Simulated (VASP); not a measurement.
Wanted: the native input for a VASP 6.6.1 run.

```yaml
Task: relaxation of cell and atoms
Functional: PBE
Potentials_or_basis: VASP PAW PBE potentials, release 64 (Co, Al)
Cutoff: 600 eV
k_mesh: 16 × 16 × 14
Occupations: fermi-dirac, width 0.08 eV
Spin: no spin polarisation
Target_pressure: 89 GPa
Dipole_correction: no
Further_INCAR_settings: ALGO = Normal; EDIFF = 1e-07; IBRION = 2; EDIFFG = -0.005; NSW = 32; ISIF = 3
```

The structure of AlCo (WC type) lies in POSCAR:

```
AlCo
1.0
    2.4427678304      0.0000000000      0.0000000000
   -1.2213839152      2.1154989967      0.0000000000
    0.0000000000      0.0000000000      3.5164387046
Co Al
1 1
Direct
    0.0000000000      0.0000000000      0.0000000000
    0.3333333333      0.6666666667      0.5000000000
```

One way to write it, as run:

INCAR

```
PREC = Accurate
ENCUT = 600
EDIFF = 1E-7
ISMEAR = -1
SIGMA = 0.08
LREAL = False
LASPH = True
NELM = 60
ALGO = Normal
ISIF = 3
LWAVE = False
LCHARG = False
GGA = PE
IBRION = 2
NSW = 32
EDIFFG = -0.005
PSTRESS = 890.0
```

KPOINTS

```
regular mesh
0
Gamma
  16 16 14
```

Potentials or basis: VASP PAW PBE potentials, release 64 (Co, Al).

Launch:

```bash
$ cat potpaw_PBE.64/Co/POTCAR potpaw_PBE.64/Al/POTCAR > POTCAR
$ mpirun -np 1 vasp_std > vasp.out
```

It gave:

| Property | Result |
| --- | --- |
| Relaxed volume | 9.08 Å³/atom |
| Relaxed cell | a = 2.443 Å, b = 2.443 Å, c = 3.513 Å, α = 90.00°, β = 90.00°, γ = 120.00° |
| Space group after relaxing (to 0.05 Å) | P-6m2 (No. 187) |
| Energy change on relaxing (the enthalpy is what falls) | +2.0 meV/atom |
| Ionic steps | 5 |
| Pressure after relaxing | 89.0 GPa |
| Band gap on the k mesh | zero (band 6 reaches 15.02 eV, above the bottom of band 7 at 12.95 eV) |

Caveat: the cell is relaxed towards a set pressure, so the enthalpy falls and the energy may rise.

It took 87 s on 1 thread of Intel Xeon 6975P-C, on a shared host, peak memory 0.19 GiB.
